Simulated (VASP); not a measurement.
A run of VASP 6.6.1 is set up as follows.

File INCAR:

```
SYSTEM = K3Zr2S
ALGO = Normal
EDIFF = 1E-7
ENCUT = 520
GGA = PE
ISIF = 2
ISMEAR = 0
LASPH = .True.
LCHARG = .False.
LREAL = .False.
LWAVE = .False.
NBANDS = 38
NELM = 100
PREC = Accurate
SIGMA = 0.1
```

KPOINTS

```
k-points
0
Gamma
  3 3 4
  0 0 0
```

The input POSCAR:

```
K3Zr2S
1.0
    6.4675636200      0.0000000000      0.0000000000
   -3.2337818100      5.6010743900      0.0000000000
    0.0000000000      0.0000000000      4.2820910200
K Zr S
3 2 1
Direct
    0.5000000000      0.0000000000      0.5000000000
    0.0000000000      0.5000000000      0.5000000000
    0.5000000000      0.5000000000      0.5000000000
    0.6666666700      0.3333333300      0.0000000000
    0.3333333300      0.6666666700      0.0000000000
    0.0000000000      0.0000000000      0.0000000000
```

Potentials or basis: VASP PAW PBE potentials, release 64 (K_sv, Zr_sv, S).

Launch:

```bash
$ cat potpaw_PBE.64/K_sv/POTCAR potpaw_PBE.64/Zr_sv/POTCAR potpaw_PBE.64/S/POTCAR > POTCAR
$ mpirun -np 1 vasp_std > vasp.out
```

Question: What does it give for the band gap on the k mesh?

Answer: Zero (an odd number of electrons rules out a gap without spin polarisation).

Question: Predict the pressure.

Answer: 9.0 GPa.

Stress tensor (GPa, compression positive):
```
 1.97  0.00  0.00
 0.00  1.97  0.00
 0.00  0.00 23.02
```

Caveat: the k points lie up to 0.37 Å⁻¹ apart, too coarse for converged energies and pressures of a metal.
